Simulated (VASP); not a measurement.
Input of a VASP 6.6.1 run:

Contents of POSCAR:

```
Os
1.0
    2.7363086566      0.0000000000      0.0000000000
   -1.3681543283      2.3697128092      0.0000000000
    0.0000000000      0.0000000000      4.3224283910
Os
2
Direct
    0.3333333333      0.6666666667      0.2500000000
    0.6666666667      0.3333333333      0.7500000000
```

Contents of INCAR.step1:

```
SYSTEM = Os
ALGO = Normal ; EDIFF = 1E-5
ENCUT = 550 ; GGA = PE
GGA_COMPAT = .FALSE. ; ISMEAR = 0
LASPH = .TRUE. ; LCHARG = .FALSE.
LREAL = .FALSE. ; LWAVE = .TRUE.
NBANDS = 23 ; NELM = 120
PREC = Accurate ; SIGMA = 0.1
```

Contents of INCAR.step2:

```
SYSTEM = Os
ALGO = Normal ; EDIFF = 1E-6
ENCUT = 550 ; GGA_COMPAT = .FALSE.
ISIF = 2 ; ISMEAR = 0
ISTART = 1 ; LASPH = .TRUE.
LCHARG = .FALSE. ; LMIXTAU = .TRUE.
LREAL = .FALSE. ; LWAVE = .FALSE.
METAGGA = R2SCAN ; NBANDS = 23
NELM = 120 ; PREC = Accurate
SIGMA = 0.1
```

KPOINTS

```
k-points
0
G
  18 18 10
  0 0 0
```

Potentials or basis: VASP PAW PBE potentials, release 64 (Os_sv_GW).

Launch:

```console
$ cat potpaw_PBE.64/Os_sv_GW/POTCAR > POTCAR
$ cp INCAR.step1 INCAR
$ mpirun -np 1 vasp_std > vasp.out
$ cp INCAR.step2 INCAR
$ mpirun -np 1 vasp_std > vasp.out
```

**Question.** Predict the band gap on the k mesh.

**Answer.** Zero (bands 16 and 17 overlap by 4.08 eV).

**Question.** Predict the pressure.

**Answer.** -1.9 GPa.

Caveat: the PAW data sets were made with another functional, which shifts forces and pressure a little; spin-orbit coupling is left out, which moves the levels of the heavy elements.
